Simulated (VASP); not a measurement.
# In3Cl (P6_3/mmc) in VASP: notebook

In3Cl is run at these levels: PBE+D3(BJ); tasks: single point.

Everything below comes from runs of VASP 6.6.1. Logs are shortened: lines on timing, memory, paths and dates and some standing lists are left out, and cuts for length are marked.

**1. The cell of the first run**

It takes space group P6_3/mmc (No. 194, hexagonal). The conventional cell has a = 6.581 Å, b = 6.581 Å, c = 6.119 Å, α = 90.00°, β = 90.00°, γ = 120.00°. Within 4.3 Å of In (site symmetry mm2) lie 8 In at 3.26 to 3.59 Å and 4 Cl at 3.29 to 3.61 Å. Cl (site symmetry -6m2) has 12 In at 3.29 to 3.61 Å within 4.3 Å.

**2. Single point, PBE+D3(BJ)**

Input file INCAR:

```
ALGO = Normal
EDIFF = 1E-6
ENCUT = 520
GGA = PE
ISIF = 2
ISMEAR = 0
IVDW = 12
LASPH = True
LCHARG = False
LREAL = False
LWAVE = False
NBANDS = 56
NELM = 100
PREC = Accurate
SIGMA = 0.1
```

Input file KPOINTS:

```
k-points
0
Gamma
  6 6 6
```

Input file POSCAR:

```
In3Cl
1.0
    6.5809978050      0.0000000000      0.0000000000
   -3.2904989025      5.6993112814      0.0000000000
    0.0000000000      0.0000000000      6.1189380000
In Cl
6 2
Direct
    0.3301930000      0.1650965000      0.7500000000
    0.8349035000      0.1650965000      0.7500000000
    0.8349035000      0.6698070000      0.7500000000
    0.6698070000      0.8349035000      0.2500000000
    0.1650965000      0.8349035000      0.2500000000
    0.1650965000      0.3301930000      0.2500000000
    0.6666666700      0.3333333300      0.2500000000
    0.3333333300      0.6666666700      0.7500000000
```

Potentials or basis: VASP PAW PBE potentials, release 64 (In_d, Cl).

Launch:

```
cat potpaw_PBE.64/In_d/POTCAR potpaw_PBE.64/Cl/POTCAR > POTCAR
mpirun -np 1 vasp_std > vasp.out
```

OUTCAR:

```text
EDIFF = 1E-6
   ENCUT = 520
   GGA = PE
   ISIF = 2
   ISMEAR = 0
   IVDW = 12
   LASPH = True
   LREAL = False
   NELM = 100
   PREC = Accurate
 IVDW          = 12

 ion  position               nearest neighbor table
   1  0.330  0.165  0.750-   2 3.26   3 3.26   8 3.29   8 3.29   2 3.32   3 3.32   6 3.59   6 3.59
                             5 3.59   5 3.59
   2  0.835  0.165  0.750-   1 3.26   3 3.26   8 3.29   8 3.29   1 3.32   3 3.32   6 3.59   6 3.59
                             4 3.59   4 3.59
   3  0.835  0.670  0.750-   1 3.26   2 3.26   8 3.29   8 3.29   2 3.32   1 3.32   5 3.59   5 3.59
                             4 3.59   4 3.59
   4  0.670  0.835  0.250-   5 3.26   6 3.26   7 3.29   7 3.29   5 3.32   6 3.32   3 3.59   3 3.59
                             2 3.59   2 3.59
   5  0.165  0.835  0.250-   4 3.26   6 3.26   7 3.29   7 3.29   4 3.32   6 3.32   3 3.59   3 3.59
                             1 3.59   1 3.59
   6  0.165  0.330  0.250-   4 3.26   5 3.26   7 3.29   7 3.29   5 3.32   4 3.32   2 3.59   2 3.59
                             1 3.59   1 3.59
   7  0.667  0.333  0.250-   6 3.29   4 3.29   5 3.29   5 3.29   6 3.29   4 3.29
   8  0.333  0.667  0.750-   3 3.29   1 3.29   2 3.29   2 3.29   3 3.29   1 3.29

  LATTYP: Found a hexagonal cell.
 ALAT       =     6.5809978050
 C/A-ratio  =     0.9297887921

  Lattice vectors:

 A1 = (   6.5809978050,   0.0000000000,   0.0000000000)
 A2 = (  -3.2904989025,   5.6993112814,   0.0000000000)
 A3 = (   0.0000000000,   0.0000000000,   6.1189380000)

Analysis of symmetry for initial positions (statically):
=====================================================================
 Subroutine PRICEL returns:
 Original cell was already a primitive cell.

 Routine SETGRP: Setting up the symmetry group for a
 hexagonal supercell.

 Subroutine GETGRP returns: Found 24 space group operations
 (whereof 12 operations were pure point group operations)
 out of a pool of 24 trial point group operations.

The static configuration has the point symmetry D_3d.
 The point group associated with its full space group is D_6h.

Analysis of symmetry for dynamics (positions and initial velocities):
=====================================================================
 Subroutine PRICEL returns:
 Original cell was already a primitive cell.

 Routine SETGRP: Setting up the symmetry group for a
 hexagonal supercell.

 Subroutine GETGRP returns: Found 24 space group operations
 (whereof 12 operations were pure point group operations)
 out of a pool of 24 trial point group operations.

The dynamic configuration has the point symmetry D_3d.
 The point group associated with its full space group is D_6h.

 Subroutine INISYM returns: Found 24 space group operations
 (whereof 12 operations are pure point group operations),
 and found     1 'primitive' translations

----------------------------------------------------------------------------------------

                                     Primitive cell

  volume of cell :     229.5040

  direct lattice vectors                    reciprocal lattice vectors
     6.580997805  0.000000000  0.000000000     0.151952641  0.087729898  0.000000000
    -3.290498902  5.699311281  0.000000000     0.000000000  0.175459797  0.000000000
     0.000000000  0.000000000  6.118938000     0.000000000  0.000000000  0.163427052

  length of vectors
     6.580997805  6.580997805  6.118938000     0.175459797  0.175459797  0.163427052

  position of ions in fractional coordinates (direct lattice)
     0.330193000  0.165096500  0.750000000
     0.834903500  0.165096500  0.750000000
     0.834903500  0.669807000  0.750000000
     0.669807000  0.834903500  0.250000000
     0.165096500  0.834903500  0.250000000
     0.165096500  0.330193000  0.250000000
     0.666666670  0.333333330  0.250000000
     0.333333330  0.666666670  0.750000000

  ion indices of the primitive-cell ions
   primitive index   ion index
                 1           1
                 2           2
                 3           3
                 4           4
                 5           5
                 6           6
                 7           7
                 8           8

----------------------------------------------------------------------------------------

 KPOINTS: k-points

Automatic generation of k-mesh.
 Grid dimensions read from file:
 generate k-points for:    6    6    6

 Generating k-lattice:

  Cartesian coordinates                     Fractional coordinates (reciprocal lattice)
     0.025325440  0.014621650  0.000000000     0.166666667  0.000000000  0.000000000
     0.000000000  0.029243299  0.000000000     0.000000000  0.166666667  0.000000000
     0.000000000  0.000000000  0.027237842     0.000000000  0.000000000  0.166666667

  Length of vectors
     0.029243299  0.029243299  0.027237842

  Shift w.r.t. Gamma in fractional coordinates (k-lattice)
     0.000000000  0.000000000  0.000000000

 Subroutine IBZKPT returns following result:
 ===========================================

 Found     28 irreducible k-points:

 Following reciprocal coordinates:
            Coordinates               Weight
  0.000000  0.000000  0.000000      1.000000
  0.166667  0.000000  0.000000      6.000000
  0.333333  0.000000  0.000000      6.000000
  0.500000  0.000000  0.000000      3.000000
  0.166667  0.166667  0.000000      6.000000
  0.333333  0.166667  0.000000     12.000000
[... 16 lines left out ...]
  0.166667  0.000000  0.500000      6.000000
  0.333333  0.000000  0.500000      6.000000
 [... further k-points ...]
   k-points           NKPTS =     28   k-points in BZ     NKDIM =     28   number of bands    NBANDS=     56
   number of dos      NEDOS =    301   number of ions     NIONS =      8
   total plane-waves  NPLWV = 120000
   dimension x,y,z NGX =    50 NGY =   50 NGZ =   48
   dimension x,y,z NGXF=   100 NGYF=  100 NGZF=   96
   ions per type =               6   2
   NGX,Y,Z   is equivalent  to a cutoff of  12.63, 12.63, 13.04 a.u.
   NGXF,Y,Z  is equivalent  to a cutoff of  25.26, 25.26, 26.08 a.u.
 SYSTEM =  unknown system
   PREC   = accura    normal or accurate (medium, high low for compatibility)
   ISTART =      0    job   : 0-new  1-cont  2-samecut
   ICHARG =      2    charge: 1-file 2-atom 10-const
   ISPIN  =      1    spin polarized calculation?
   LNONCOLLINEAR =      F non collinear calculations
   LSORBIT =      F    spin-orbit coupling
   LASPH  =      T    aspherical Exc in radial PAW
   ENCUT  =  520.0 eV  38.22 Ry    6.18 a.u.  12.24 12.24 11.38*2*pi/ulx,y,z
   NELM   =    100;   NELMIN=  2; NELMDL= -5     # of ELM steps
   EDIFF  = 0.1E-05   stopping-criterion for ELM
   LREAL  =      F    real-space projection
   EDIFFG = 0.1E-04   stopping-criterion for IOM
   NSW    =      0    number of steps for IOM
   IBRION =     -1    ionic relax: 0-MD 1-quasi-New 2-CG
   NFREE  =      0    steps in history (QN), initial steepest desc. (CG)
   ISIF   =      2    stress and relaxation
   ISYM   =      2    0-nonsym 1-usesym 2-fastsym
   POTIM  = 0.5000    time-step for ionic-motion
   TEBEG  =    0.0;   TEEND  =   0.0 temperature during run
   PSTRESS=    0.0 pullay stress
   NELECT =      92.0000    total number of electrons
   NUPDOWN=      -1.0000    fix difference up-down
   EMIN   =  10.00;   EMAX   =-10.00  energy-range for DOS
   EFERMI =   0.00;   METHOD = LEGACY
   ISMEAR =     0;   SIGMA  =   0.10  broadening in eV -4-tet -1-fermi 0-gaus
   EFERMI_NEDOS =   21; number of points for ismear=-14 and -15
   IALGO  =     38    algorithm
   IMIX   =      4    mixing-type and parameters
     AMIX     =   0.40;   BMIX     =  1.00
     AMIX_MAG =   1.60;   BMIX_MAG =  1.00
  volume/ion in A,a.u.               =      28.69       193.60
  Fermi-wavevector in a.u.,A,eV,Ry     =   1.207093  2.281075 19.824687  1.457073
  Thomas-Fermi vector in A             =   2.342741
   LORBIT       =      0    0 simple, 1 ext, 2 COOP (PROOUT), +10 PAW based schemes
   GGA     = PE    functional components
   LHFCALC =     F    Hartree Fock is set to
   AEXX    =    0.0000 exact exchange contribution
   IVDW    =    12    specifies the selected vdW correction
   LEPSILON=     F    determine dielectric tensor
   LRPA    =     F    only Hartree local field effects (RPA)
 non-spin polarized calculation
 Gauss-broadening in eV      SIGMA  =   0.10
  energy-cutoff  :      520.00
  volume of cell :      229.50
 maximum number of plane-waves:      6227
 NGX is ok and might be reduce to    50
   NGX = 25   NGY = 25   NGZ = 23

 number of electron      91.9999994 magnetization

 Free energy of the ion-electron system (eV)
  ---------------------------------------------------
  ext. energy  EPLUGINS =         0.00000000
  ---------------------------------------------------
  free energy    TOTEN  =       -20.83873671 eV

  energy without entropy =      -20.82803401  energy(sigma->0) =      -20.83338536

 E-fermi :   5.6315     XC(G=0):  -9.3688

 val. band max:        5.6298855852   @ k =   0.3333   0.1667   0.3333
 cond. band min:       5.7303519881   @ k =   0.1667   0.1667   0.1667
 fundamental gap:      0.1004664029
 Fermi energy:         5.6315205715

 k-point     1 :       0.0000    0.0000    0.0000
  band No.  band energies     occupation
      1     -10.0536      2.00000
      2     -10.0478      2.00000
      3      -9.3012      2.00000
      4      -9.2935      2.00000
      5      -9.2935      2.00000
      6      -9.2583      2.00000
[... 48 lines left out ...]
     55       8.5270      0.00000
     56      10.8239      0.00000

 k-point     2 :       0.1667    0.0000    0.0000
  band No.  band energies     occupation
      1     -10.0373      2.00000
      2     -10.0310      2.00000
      3      -9.2929      2.00000
      4      -9.2797      2.00000
      5      -9.2709      2.00000
      6      -9.2495      2.00000
[... 48 lines left out ...]
     55       8.9202      0.00000
     56      10.0287      0.00000
[... 1237 lines left out ...]
     55      10.3620      0.00000
     56      10.3620      0.00000

 k-point    24 :       0.3333    0.0000    0.5000
  band No.  band energies     occupation
      1      -9.9985      2.00000
      2      -9.9985      2.00000
      3      -9.2714      2.00000
      4      -9.2714      2.00000
      5      -9.2185      2.00000
      6      -9.2185      2.00000
[... 48 lines left out ...]
     55       9.3020      0.00000
     56       9.3020      0.00000

 [... further k-points ...]

------------------------ aborting loop because EDIFF is reached ----------------------------------------

 Edisp (eV)   -2.16475

 E8    (eV) :    -1.0222

  FORCE on cell =-STRESS in cart. coord.  units (eV):
  Direction    XX          YY          ZZ          XY          YZ          ZX
  --------------------------------------------------------------------------------------
  -------------------------------------------------------------------------------------
  Total      -1.65596    -1.65596    -2.56167    -0.00000     0.00000     0.00000
  in kB     -11.56031   -11.56031   -17.88315    -0.00000     0.00000     0.00000
  external pressure =      -13.67 kB  Pullay stress =        0.00 kB

 VOLUME and BASIS-vectors are now :
 -----------------------------------------------------------------------------
  energy-cutoff  :      520.00
  volume of cell :      229.50
      direct lattice vectors                 reciprocal lattice vectors
     6.580997805  0.000000000  0.000000000     0.151952641  0.087729898  0.000000000
    -3.290498902  5.699311281  0.000000000     0.000000000  0.175459797  0.000000000
     0.000000000  0.000000000  6.118938000     0.000000000  0.000000000  0.163427052

 POSITION                                       TOTAL-FORCE (eV/Angst)
 -----------------------------------------------------------------------------------
      1.62975      0.94094      4.58920         0.076583      0.044215      0.000000
      4.95125      0.94094      4.58920        -0.076583      0.044215     -0.000000
      3.29050      3.81744      4.58920        -0.000000     -0.088431      0.000000
      1.66075      4.75837      1.52973        -0.076583     -0.044215      0.000000
     -1.66075      4.75837      1.52973         0.076583     -0.044215      0.000000
     -0.00000      1.88187      1.52973         0.000000      0.088431     -0.000000
      3.29050      1.89977      1.52973        -0.000000      0.000000      0.000000
     -0.00000      3.79954      4.58920         0.000000      0.000000      0.000000
 -----------------------------------------------------------------------------------
    total drift:                               -0.000029      0.000017     -0.000000

  FREE ENERGIE OF THE ION-ELECTRON SYSTEM (eV)
  ---------------------------------------------------
  free  energy   TOTEN  =       -23.0034890066 eV

  energy  without entropy=      -22.9927863079  energy(sigma->0) =      -22.99813766
```

Run time: 5.3 min. Hardware: 1 thread of AMD EPYC 9R45 (Zen 5), shared host; peak memory 0.46 GiB.

Results:

```
Free energy                : -23.0035 eV
Pressure                   : -1.4 GPa
Largest force              : 0.088 eV/Å
Band gap on the k mesh     : zero (bands 46 and 47 overlap by 1.56 eV)
Dispersion energy per atom : -0.271 eV
```

Forces on the atoms (eV/Å):
```
In   0.077  0.044  0.000
In  -0.077  0.044  0.000
In   0.000 -0.088  0.000
In  -0.077 -0.044  0.000
In   0.077 -0.044  0.000
In   0.000  0.088  0.000
Cl   0.000  0.000  0.000
Cl   0.000  0.000  0.000
```

Stress tensor (GPa, compression positive):
```
-1.16  0.00  0.00
 0.00 -1.16  0.00
 0.00  0.00 -1.79
```

Caveat: spin-orbit coupling is left out, which moves the levels of the heavy elements.

**3. Single point, PBE+D3(BJ) (strained)**

Input file INCAR:

```
ALGO = Normal ; EDIFF = 1E-7
ENCUT = 520 ; GGA = PE
ISIF = 2 ; ISMEAR = 0
IVDW = 12 ; LASPH = T
LCHARG = F ; LREAL = F
LWAVE = F ; NBANDS = 56
NELM = 100 ; PREC = Accurate
SIGMA = 0.1
```

KPOINTS is that of step 2.

Input file POSCAR:

```
In3Cl
1.0
    6.5232824543      0.0000000000      0.0000000000
   -3.2616412271      5.6493283215      0.0000000000
    0.0000000000      0.0000000000      6.2488430537
In Cl
6 2
Direct
    0.2998024717      0.1499012359      0.7500000000
    0.8500987641      0.1499012359      0.7500000000
    0.8500987641      0.7001975283      0.7500000000
    0.7001975283      0.8500987641      0.2500000000
    0.1499012359      0.8500987641      0.2500000000
    0.1499012359      0.2998024717      0.2500000000
    0.6666666667      0.3333333333      0.2500000000
    0.3333333333      0.6666666667      0.7500000000
```

Potentials or basis: VASP PAW PBE potentials, release 64 (In_d, Cl).

Launch:

```
cat potpaw_PBE.64/In_d/POTCAR potpaw_PBE.64/Cl/POTCAR > POTCAR
mpirun -np 1 vasp_std > vasp.out
```

OUTCAR:

```text
EDIFF = 1E-7
   ENCUT = 520
   GGA = PE
   ISIF = 2
   ISMEAR = 0
   IVDW = 12
   LASPH = T
   LREAL = F
   NELM = 100
   PREC = Accurate
 IVDW          = 12

 ion  position               nearest neighbor table
   1  0.300  0.150  0.750-   2 2.93   3 2.93   8 3.27   8 3.27   6 3.55   6 3.55   5 3.55   5 3.55
                             2 3.59   3 3.59
   2  0.850  0.150  0.750-   3 2.93   1 2.93   8 3.27   8 3.27   4 3.55   4 3.55   6 3.55   6 3.55
                             3 3.59   1 3.59
[... 1644 lines left out ...]
  -------------------------------------------------------------------------------------
  Total       1.70284     1.70284    -1.58178     0.00000     0.00000     0.00000
  in kB      11.84740    11.84740   -11.00512     0.00000     0.00000     0.00000
  external pressure =        4.23 kB  Pullay stress =        0.00 kB

 VOLUME and BASIS-vectors are now :
 -----------------------------------------------------------------------------
  energy-cutoff  :      520.00
  volume of cell :      230.28
      direct lattice vectors                 reciprocal lattice vectors
     6.523282454  0.000000000  0.000000000     0.153297057  0.088506097  0.000000000
    -3.261641227  5.649328321  0.000000000     0.000000000  0.177012194  0.000000000
     0.000000000  0.000000000  6.248843054     0.000000000  0.000000000  0.160029623

 POSITION                                       TOTAL-FORCE (eV/Angst)
 -----------------------------------------------------------------------------------
      1.46677      0.84684      4.68663         1.232437      0.711548      0.000000
      5.05651      0.84684      4.68663        -1.232437      0.711548      0.000000
      3.26164      3.95565      4.68663        -0.000000     -1.423096      0.000000
      1.79487      4.80249      1.56221        -1.232437     -0.711548     -0.000000
     -1.79487      4.80249      1.56221         1.232437     -0.711548     -0.000000
      0.00000      1.69368      1.56221         0.000000      1.423096     -0.000000
      3.26164      1.88311      1.56221        -0.000000      0.000000      0.000000
     -0.00000      3.76622      4.68663        -0.000000     -0.000000      0.000000
 -----------------------------------------------------------------------------------
    total drift:                                0.000000     -0.000000      0.000000

  FREE ENERGIE OF THE ION-ELECTRON SYSTEM (eV)
  ---------------------------------------------------
  free  energy   TOTEN  =       -22.1765757456 eV

  energy  without entropy=      -22.1569868471  energy(sigma->0) =      -22.16678130
```

OSZICAR:

```text
N       E                     dE             d eps       ncg     rms          rms(c)
DAV:   1     0.103906253912E+04    0.10391E+04   -0.42592E+04  3160   0.207E+03
DAV:   2     0.148106582386E+03   -0.89096E+03   -0.87101E+03  3136   0.555E+02
[... 10 lines left out ...]
DAV:  13    -0.200328085502E+02   -0.30394E-05   -0.42342E-05  3944   0.301E-02    0.321E-02
DAV:  14    -0.200328056637E+02    0.28866E-05   -0.46112E-06  4336   0.921E-03    0.201E-02
DAV:  15    -0.200328035455E+02    0.21182E-05   -0.67470E-06  4312   0.145E-02    0.742E-03
DAV:  16    -0.200328037714E+02   -0.22594E-06   -0.19516E-06  3344   0.496E-03    0.869E-03
DAV:  17    -0.200328041368E+02   -0.36539E-06   -0.18577E-07  2560   0.170E-03    0.178E-03
DAV:  18    -0.200328043409E+02   -0.20405E-06   -0.15663E-07  2360   0.188E-03    0.188E-03
DAV:  19    -0.200328042602E+02    0.80689E-07   -0.44860E-08  1920   0.116E-03
   1 F= -.22176576E+02 E0= -.22166781E+02  d E =-.195889E-01
```

Wall time 5.3 min (1 thread of AMD EPYC 9R45 (Zen 5), shared host); peak memory 0.46 GiB.

Results:

```
Free energy                : -22.1766 eV
Pressure                   : 0.4 GPa
Largest force              : 1.423 eV/Å
Band gap on the k mesh     : zero (bands 46 and 47 overlap by 1.91 eV)
Dispersion energy per atom : -0.268 eV
```

Forces in eV/Å, atoms in the order of the input:
```
In   1.232  0.712  0.000
In  -1.232  0.712  0.000
In   0.000 -1.423  0.000
In  -1.232 -0.712  0.000
In   1.232 -0.712  0.000
In   0.000  1.423  0.000
Cl   0.000  0.000  0.000
Cl   0.000  0.000  0.000
```

Stress tensor (GPa, compression positive):
```
 1.18  0.00  0.00
 0.00  1.18  0.00
 0.00  0.00 -1.10
```

Levels at points of the mesh, in eV from the Fermi level:
| k point | band 42 | band 43 | band 44 | band 45 | band 46 | band 47 | band 48 | band 49 | band 50 | band 51 |
| --- | --- | --- | --- | --- | --- | --- | --- | --- | --- | --- |
| (0.00, 0.00, 0.00) | -3.14 | -2.23 | -1.83 | -1.83 | -1.40 | -1.23 | 0.95 | 0.95 | 1.86 | 1.86 |
| (0.50, 0.00, 0.00) | -2.81 | -2.26 | -2.05 | -1.52 | -0.37 | -0.06 | 0.55 | 0.82 | 1.94 | 2.04 |
| (0.00, 0.00, 0.50) | -3.11 | -3.11 | -3.11 | -1.19 | -1.19 | 1.19 | 1.19 | 1.24 | 1.24 | 1.24 |
| (0.50, 0.00, 0.50) | -2.57 | -2.17 | -2.17 | -0.71 | -0.71 | 1.56 | 1.56 | 1.65 | 1.65 | 2.09 |

Caveat: the cell differs from its parent crystal (strained); spin-orbit coupling is left out, which moves the levels of the heavy elements; forces of over 1 eV/Å act on the atoms, so gaps and moduli don't describe the material at rest.

The gap in the log of VASP goes by the Fermi energy; the results here count the filled bands.